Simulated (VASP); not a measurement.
# PbO (P6_3/mmc) in VASP: further runs

The runs below take PbO through relaxation of cell and atoms, single point, with LDA, PBE.

All numbers are computed with VASP 6.6.1; they aren't measurements. Logs are shortened: lines on timing, memory, paths and dates and some standing lists are left out, and cuts for length are marked.

## 1. The cell of the first run

The structure is hexagonal, space group P6_3/mmc (No. 194). The conventional cell has a = 4.304 Å, b = 4.304 Å, c = 5.333 Å, α = 90.00°, β = 90.00°, γ = 120.00°. Pb (site symmetry -6m2) has 5 O at 2.49 to 2.67 Å within 3.3 Å. O (site symmetry -6m2) has 5 Pb at 2.49 to 2.67 Å within 3.3 Å.

## 2. Relaxation of cell and atoms, LDA

File INCAR:

```
PREC = Accurate
ENCUT = 600
EDIFF = 1E-7
ISMEAR = -1
SIGMA = 0.02
LREAL = False
LASPH = True
NELM = 80
ALGO = Normal
ISIF = 3
LWAVE = False
LCHARG = False
GGA = CA
IBRION = 2
NSW = 80
EDIFFG = -0.005
```

File KPOINTS:

```
Automatic mesh
0
Gamma
  6 6 4
```

File POSCAR:

```
PbO
1.0
    4.3044152338      0.0000000000      0.0000000000
   -2.1522076169      3.7277329409      0.0000000000
    0.0000000000      0.0000000000      5.3330530216
Pb O
2 2
Direct
    0.3333333333      0.6666666667      0.2500000000
    0.6666666667      0.3333333333      0.7500000000
    0.6666666667      0.3333333333      0.2500000000
    0.3333333333      0.6666666667      0.7500000000
```

Potentials or basis: VASP PAW LDA potentials, release 64 (Pb_d, O).

Started as:

```
$ cat potpaw_LDA.64/Pb_d/POTCAR potpaw_LDA.64/O/POTCAR > POTCAR
$ mpirun -np 1 vasp_std > vasp.out
```

OUTCAR:

```text
PREC = Accurate
   ENCUT = 600
   EDIFF = 1E-7
   ISMEAR = -1
   LREAL = False
   LASPH = True
   NELM = 80
   ISIF = 3
   GGA = CA
   IBRION = 2
   NSW = 80
   EDIFFG = -0.005

 ion  position               nearest neighbor table
   1  0.333  0.667  0.250-   3 2.49   3 2.49   3 2.49   4 2.67   4 2.67   2 3.65   2 3.65   2 3.65
                             2 3.65   2 3.65   2 3.65
   2  0.667  0.333  0.750-   4 2.49   4 2.49   4 2.49   3 2.67   3 2.67   1 3.65   1 3.65   1 3.65
                             1 3.65   1 3.65   1 3.65
   3  0.667  0.333  0.250-   1 2.49   1 2.49   1 2.49   2 2.67   2 2.67
   4  0.333  0.667  0.750-   2 2.49   2 2.49   2 2.49   1 2.67   1 2.67

  LATTYP: Found a hexagonal cell.
 ALAT       =     4.3044152338
 C/A-ratio  =     1.2389727133

  Lattice vectors:

 A1 = (   4.3044152338,   0.0000000000,   0.0000000000)
 A2 = (  -2.1522076169,   3.7277329409,   0.0000000000)
 A3 = (   0.0000000000,   0.0000000000,   5.3330530216)

Analysis of symmetry for initial positions (statically):
=====================================================================
 Subroutine PRICEL returns:
 Original cell was already a primitive cell.

 Routine SETGRP: Setting up the symmetry group for a
 hexagonal supercell.

 Subroutine GETGRP returns: Found 24 space group operations
 (whereof 12 operations were pure point group operations)
 out of a pool of 24 trial point group operations.

The static configuration has the point symmetry D_3d.
 The point group associated with its full space group is D_6h.

Analysis of symmetry for dynamics (positions and initial velocities):
=====================================================================
 Subroutine PRICEL returns:
 Original cell was already a primitive cell.

 Routine SETGRP: Setting up the symmetry group for a
 hexagonal supercell.

 Subroutine GETGRP returns: Found 24 space group operations
 (whereof 12 operations were pure point group operations)
 out of a pool of 24 trial point group operations.

The dynamic configuration has the point symmetry D_3d.
 The point group associated with its full space group is D_6h.

 Subroutine INISYM returns: Found 24 space group operations
 (whereof 12 operations are pure point group operations),
 and found     1 'primitive' translations

----------------------------------------------------------------------------------------

                                     Primitive cell

  volume of cell :      85.5726

  direct lattice vectors                    reciprocal lattice vectors
     4.304415234  0.000000000  0.000000000     0.232319594  0.134129780  0.000000000
    -2.152207617  3.727732941  0.000000000     0.000000000  0.268259560  0.000000000
     0.000000000  0.000000000  5.333053022     0.000000000  0.000000000  0.187509855

  length of vectors
     4.304415234  4.304415234  5.333053022     0.268259560  0.268259560  0.187509855

  position of ions in fractional coordinates (direct lattice)
[... 83 lines left out ...]
   IBRION =      2    ionic relax: 0-MD 1-quasi-New 2-CG
   NFREE  =      1    steps in history (QN), initial steepest desc. (CG)
   ISIF   =      3    stress and relaxation
   ISYM   =      2    0-nonsym 1-usesym 2-fastsym
   POTIM  = 0.5000    time-step for ionic-motion
   TEBEG  =    0.0;   TEEND  =   0.0 temperature during run
   PSTRESS=    0.0 pullay stress
   NELECT =      40.0000    total number of electrons
   NUPDOWN=      -1.0000    fix difference up-down
   EMIN   =  10.00;   EMAX   =-10.00  energy-range for DOS
   EFERMI =   0.00;   METHOD = LEGACY
   ISMEAR =    -1;   SIGMA  =   0.02  broadening in eV -4-tet -1-fermi 0-gaus
   EFERMI_NEDOS =   21; number of points for ismear=-14 and -15
   IALGO  =     38    algorithm
   IMIX   =      4    mixing-type and parameters
     AMIX     =   0.40;   BMIX     =  1.00
     AMIX_MAG =   1.60;   BMIX_MAG =  1.00
  volume/ion in A,a.u.               =      21.39       144.37
  Fermi-wavevector in a.u.,A,eV,Ry     =   1.270525  2.400944 21.962983  1.614234
  Thomas-Fermi vector in A             =   2.403508
   LORBIT       =      0    0 simple, 1 ext, 2 COOP (PROOUT), +10 PAW based schemes
   GGA     = CA    functional components
   LHFCALC =     F    Hartree Fock is set to
   AEXX    =    0.0000 exact exchange contribution
   IVDW    =     0    specifies the selected vdW correction
   LEPSILON=     F    determine dielectric tensor
   LRPA    =     F    only Hartree local field effects (RPA)
 conjugate gradient relaxation of ions
 non-spin polarized calculation
  energy-cutoff  :      600.00
  volume of cell :       85.57
 maximum number of plane-waves:      2874
 NGX is ok and might be reduce to    36
   NGX = 17   NGY = 17   NGZ = 21

--------------------------------------- Ionic step        1  -------------------------------------------

 number of electron      40.0000002 magnetization

 Free energy of the ion-electron system (eV)
  ---------------------------------------------------
  ext. energy  EPLUGINS =         0.00000000
  ---------------------------------------------------
  free energy    TOTEN  =       -23.39054085 eV

  energy without entropy =      -23.39054085  energy(sigma->0) =      -23.39054085

 E-fermi :   5.0694     XC(G=0):  -9.9493

 val. band max:        4.5865210535   @ k =   0.3333   0.3333   0.5000
 cond. band min:       5.8158363333   @ k =   0.3333   0.3333   0.5000
 fundamental gap:      1.2293152798
 Fermi energy:         5.0693675276

 k-point     1 :       0.0000    0.0000    0.0000
  band No.  band energies     occupation
      1     -13.0287      2.00000
      2     -12.7358      2.00000
      3     -11.8083      2.00000
      4     -11.8083      2.00000
      5     -11.7542      2.00000
      6     -11.7542      2.00000
[... 663 lines left out ...]
  FREE ENERGIE OF THE ION-ELECTRON SYSTEM (eV)
  ---------------------------------------------------
  free  energy   TOTEN  =       -23.5149223123 eV

  energy  without entropy=      -23.5149223123  energy(sigma->0) =      -23.51492231

[... ionic steps 4 to 7 ...]

--------------------------------------- Ionic step        8  -------------------------------------------

 number of electron      40.0000006 magnetization

------------------------ aborting loop because EDIFF is reached ----------------------------------------
[... 71 lines left out ...]
--------------------------------------- Ionic step       10  -------------------------------------------

 number of electron      40.0000006 magnetization

 Free energy of the ion-electron system (eV)
  ---------------------------------------------------
  ext. energy  EPLUGINS =         0.00000000
  ---------------------------------------------------
  free energy    TOTEN  =       -23.51509601 eV

  energy without entropy =      -23.51509601  energy(sigma->0) =      -23.51509601

 E-fermi :   6.0213     XC(G=0): -10.3318

 val. band max:        5.5924701684   @ k =   0.3333   0.3333   0.5000
 cond. band min:       6.7385178300   @ k =   0.3333   0.3333   0.5000
 fundamental gap:      1.1460476616
 Fermi energy:         6.0212622405

 k-point     1 :       0.0000    0.0000    0.0000
  band No.  band energies     occupation
      1     -12.6036      2.00000
      2     -12.4357      2.00000
      3     -10.9736      2.00000
      4     -10.9736      2.00000
      5     -10.9247      2.00000
      6     -10.9247      2.00000
[... 587 lines left out ...]
  FREE ENERGIE OF THE ION-ELECTRON SYSTEM (eV)
  ---------------------------------------------------
  free  energy   TOTEN  =       -23.5150960051 eV

  energy  without entropy=      -23.5150960051  energy(sigma->0) =      -23.51509601

 reached required accuracy - stopping structural energy minimisation
```

It took 4.2 min on 1 thread of Intel Xeon Platinum 8488C (Sapphire Rapids), shared host; peak memory 0.23 GiB.

What came out:

```yaml
Free_energy: -23.5151 eV
Relaxed_volume: 19.78 Å³/atom
Relaxed_cell: a = 4.199 Å, b = 4.199 Å, c = 5.181 Å, α = 90.00°, β = 90.00°, γ = 120.00°
Space_group_after_relaxing_to_0.05_Å: P6_3/mmc (No. 194)
Energy_gained_by_relaxing: 31.1 meV/atom
Ionic_steps: 10
Pressure_after_relaxing: 0.0 GPa
Band_gap_on_the_k_mesh: 1.15 eV, direct
```

The path:
| step | energy change (eV) | largest force (eV/Å) | pressure (GPa) | volume (Å³) |
| --- | --- | --- | --- | --- |
| 1 | 0.0000 | 0.0000 | -5.74 | 85.57 |
| 2 | -0.0982 | 0.0000 | 3.24 | 76.43 |
| 3 | -0.1244 | 0.0000 | 0.00 | 79.11 |
| 4 | -0.1243 | 0.0000 | -0.13 | 79.23 |
| 5 | -0.1245 | 0.0000 | -0.14 | 79.23 |
| 6 | -0.1245 | 0.0000 | -0.13 | 79.23 |
| 7 | -0.1245 | 0.0000 | -0.13 | 79.22 |
| 8 | -0.1245 | 0.0000 | -0.13 | 79.22 |
| 9 | -0.1245 | 0.0000 | 0.08 | 79.02 |
| 10 | -0.1246 | 0.0000 | 0.00 | 79.11 |

Final structure:
```
Pb O
1.0
     4.19896    0.00000    0.00000
    -2.09948    3.63641    0.00000
     0.00000    0.00000    5.18092
Pb O
2 2
Direct
  0.33333 0.66667 0.25000
  0.66667 0.33333 0.75000
  0.66667 0.33333 0.25000
  0.33333 0.66667 0.75000
```

Caveat: spin-orbit coupling is left out, which moves the levels of the heavy elements.

## 3. Single point, PBE

This run uses another cell than the first one, of 20.74 Å³/atom, 0.969 times its volume.

File INCAR:

```
PREC = Accurate
ENCUT = 520
EDIFF = 1E-6
ISMEAR = -1
SIGMA = 0.02
LREAL = F
LASPH = T
NELM = 60
ALGO = Normal
ISIF = 2
LWAVE = F
LCHARG = F
GGA = PE
NBANDS = 28
```

File KPOINTS:

```
Automatic mesh
0
Gamma
  12 12 6
```

File POSCAR:

```
PbO
1.0
    4.2603256528      0.0000000000      0.0000000000
   -2.1301628264      3.6895502438      0.0000000000
    0.0000000000      0.0000000000      5.2767563486
Pb O
2 2
Direct
    0.3333333333      0.6666666667      0.2500000000
    0.6666666667      0.3333333333      0.7500000000
    0.6666666667      0.3333333333      0.2500000000
    0.3333333333      0.6666666667      0.7500000000
```

Potentials or basis: VASP PAW PBE potentials, release 64 (Pb_d, O).

Started as:

```
$ cat potpaw_PBE.64/Pb_d/POTCAR potpaw_PBE.64/O/POTCAR > POTCAR
$ mpirun -np 1 vasp_std > vasp.out
```

It took 1.9 min on 1 thread of Intel Xeon Platinum 8488C (Sapphire Rapids), shared host; peak memory 0.28 GiB.

Results (log left out):

| Quantity | Value |
| --- | --- |
| Free energy | -20.7731 eV |
| Pressure | 2.4 GPa |
| Band gap on the k mesh | 1.28 eV, direct |

Stress tensor (GPa, compression positive):
```
2.38 0.00 0.00
0.00 2.38 0.00
0.00 0.00 2.31
```

Levels at points of the mesh, in eV from the valence-band top:
| k point | band 18 | band 19 | band 20 | band 21 | band 22 | band 23 |
| --- | --- | --- | --- | --- | --- | --- |
| (0.00, 0.00, 0.00) | -2.53 | -2.53 | -2.53 | 3.88 | 4.15 | 4.15 |
| (0.50, 0.00, 0.00) | -2.96 | -1.78 | -1.30 | 1.84 | 3.95 | 4.51 |
| (0.00, 0.00, 0.50) | -2.89 | -1.51 | -1.51 | 3.24 | 3.24 | 4.11 |
| (0.50, 0.00, 0.50) | -2.62 | -0.71 | -0.71 | 1.39 | 1.39 | 4.23 |

Caveat: spin-orbit coupling is left out, which moves the levels of the heavy elements. PBE gaps usually lie below the measured ones, often by a third to a half.

## 4. Single point, LDA

This run uses another cell than the first one, of 20.74 Å³/atom, 0.969 times its volume.

File INCAR:

```
SYSTEM = PbO
PREC = Accurate
ENCUT = 520
EDIFF = 1E-6
ISMEAR = 0
SIGMA = 0.01
LREAL = .False.
LASPH = .True.
NELM = 100
ALGO = Normal
ISIF = 2
LWAVE = .False.
LCHARG = .False.
NBANDS = 28
```

File KPOINTS:

```
regular mesh
0
Gamma
  12 12 6
  0 0 0
```

POSCAR is that of step 3.

Potentials or basis: VASP PAW LDA potentials, release 64 (Pb_d, O).

Started as:

```
$ cat potpaw_LDA.64/Pb_d/POTCAR potpaw_LDA.64/O/POTCAR > POTCAR
$ mpirun -np 1 vasp_std > vasp.out
```

Wall time 1.9 min (1 thread of Intel Xeon Platinum 8488C (Sapphire Rapids), shared host); peak memory 0.26 GiB.

Results (log left out):

```
Free energy            : -23.4728 eV
Pressure               : -3.7 GPa
Band gap on the k mesh : 1.20 eV, direct
```

Stress tensor (GPa, compression positive):
```
-3.50  0.00  0.00
 0.00 -3.50  0.00
 0.00  0.00 -4.01
```

Levels at points of the mesh, in eV from the valence-band top:
| k point | band 16 | band 17 | band 18 | band 19 | band 20 | band 21 | band 22 | band 23 | band 24 | band 25 |
| --- | --- | --- | --- | --- | --- | --- | --- | --- | --- | --- |
| (0.00, 0.00, 0.00) | -3.41 | -3.41 | -2.56 | -2.55 | -2.55 | 3.79 | 4.04 | 4.04 | 4.72 | 4.72 |
| (0.50, 0.00, 0.00) | -4.22 | -3.32 | -2.99 | -1.82 | -1.32 | 1.75 | 3.87 | 4.38 | 4.57 | 4.94 |
| (0.00, 0.00, 0.50) | -2.92 | -2.92 | -2.92 | -1.51 | -1.51 | 3.13 | 3.13 | 4.01 | 4.01 | 4.01 |
| (0.50, 0.00, 0.50) | -3.61 | -2.66 | -2.66 | -0.73 | -0.73 | 1.32 | 1.32 | 4.10 | 4.10 | 5.19 |

Caveat: spin-orbit coupling is left out, which moves the levels of the heavy elements.

## 5. Single point, PBE

File INCAR:

```
SYSTEM = PbO
PREC = Accurate
ENCUT = 520
EDIFF = 1E-7
ISMEAR = -1
SIGMA = 0.02
LREAL = .False.
LASPH = .True.
NELM = 60
ALGO = Normal
ISIF = 2
LWAVE = .False.
LCHARG = .True.
GGA = PE
LELF = .True.
LVHAR = .True.
NBANDS = 28
```

File KPOINTS:

```
Automatic mesh
0
Gamma
  12 12 6
  0 0 0
```

File POSCAR:

```
PbO
1.0
    4.3044152338      0.0000000000      0.0000000000
   -2.1522076169      3.7277329409      0.0000000000
    0.0000000000      0.0000000000      5.3330530216
Pb O
2 2
Direct
    0.3333333333      0.6666666667      0.2500000000
    0.6666666667      0.3333333333      0.7500000000
    0.6666666667      0.3333333333      0.2500000000
    0.3333333333      0.6666666667      0.7500000000
```

Potentials or basis: VASP PAW PBE potentials, release 64 (Pb_d, O).

Started as:

```
$ cat potpaw_PBE.64/Pb_d/POTCAR potpaw_PBE.64/O/POTCAR > POTCAR
$ mpirun -np 1 vasp_std > vasp.out
```

Wall time 2.8 min (1 thread of Intel Xeon Platinum 8488C (Sapphire Rapids), shared host); peak memory 0.29 GiB.

It converged, with:

- Free energy: -20.7940 eV
- Pressure: 0.0 GPa
- Band gap on the k mesh: 1.31 eV, direct

Levels at points of the mesh, in eV from the valence-band top:
```csv
k point,band 18,band 19,band 20,band 21,band 22,band 23
"(0.00, 0.00, 0.00)",-2.36,-2.36,-2.34,3.87,4.14,4.14
"(0.50, 0.00, 0.00)",-2.77,-1.72,-1.22,1.90,3.90,4.52
"(0.00, 0.00, 0.50)",-2.72,-1.43,-1.43,3.21,3.21,4.11
"(0.50, 0.00, 0.50)",-2.45,-0.68,-0.68,1.42,1.42,4.22
```

Caveat: spin-orbit coupling is left out, which moves the levels of the heavy elements.

## 6. Overview

```tsv
task	level	potentials or basis	cell	k mesh	cutoff (eV)	smearing	gap on the mesh (eV)	pressure (GPa)
relaxation of cell and atoms	LDA	VASP PAW LDA potentials, release 64 (Pb_d, O)	relaxed from a = 4.304, b = 4.304, c = 5.333 Å, angles 90.0, 90.0, 120.0°, 4 atoms	6 × 6 × 4	600	fermi-dirac 0.02 eV	1.15	0.0
single point	PBE	VASP PAW PBE potentials, release 64 (Pb_d, O)	a = 4.260, b = 4.260, c = 5.277 Å, angles 90.0, 90.0, 120.0°, 4 atoms	12 × 12 × 6	520	fermi-dirac 0.02 eV	1.28	2.4
single point	LDA	VASP PAW LDA potentials, release 64 (Pb_d, O)	a = 4.260, b = 4.260, c = 5.277 Å, angles 90.0, 90.0, 120.0°, 4 atoms	12 × 12 × 6	520	gaussian 0.01 eV	1.20	-3.7
single point	PBE	VASP PAW PBE potentials, release 64 (Pb_d, O)	a = 4.304, b = 4.304, c = 5.333 Å, angles 90.0, 90.0, 120.0°, 4 atoms	12 × 12 × 6	520	fermi-dirac 0.02 eV	1.31	0.0
```

Alike in all rows: no spin polarisation.

Caveats: spin-orbit coupling is left out, which moves the levels of the heavy elements.

Total energies depend on the potentials used, so only differences within one code and one set of settings carry meaning.
